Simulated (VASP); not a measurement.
The system is MnZn.

```xyz
2
Lattice="3.0700 0.0000 0.0000 0.0000 3.0700 0.0000 0.0000 0.0000 3.0700" Properties=species:S:1:pos:R:3 pbc="T T T"
Mn    0.0000    0.0000    0.0000
Zn    1.5350    1.5350    1.5350
```

Base run:

- Program: VASP 6.6.1
- Functional: LDA
- Potentials or basis: VASP PAW LDA potentials, release 64 (Mn_pv, Zn)
- Cutoff: 520 eV
- k mesh: 7 × 7 × 7
- Occupations: methfessel-paxton, width 0.1 eV
- Spin: collinear spin, ferromagnetic start
- Starting moments: [2.8, 0.0] μB

Its results: pressure -17.7 GPa; net moment 2.97 μB per cell; site moments Mn +2.96; Zn -0.06 μB.

Question: After a change of settings the same cell gave: pressure -14.7 GPa; net moment 3.29 μB per cell; site moments Mn +3.20; Zn -0.04 μB. Which change was it?
A. k mesh from 7 × 7 × 7 to 4 × 4 × 4
B. k mesh from 7 × 7 × 7 to 5 × 5 × 5
C. k mesh from 7 × 7 × 7 to 6 × 6 × 6

Answer: A.

Caveats: some runs use coarse meshes.
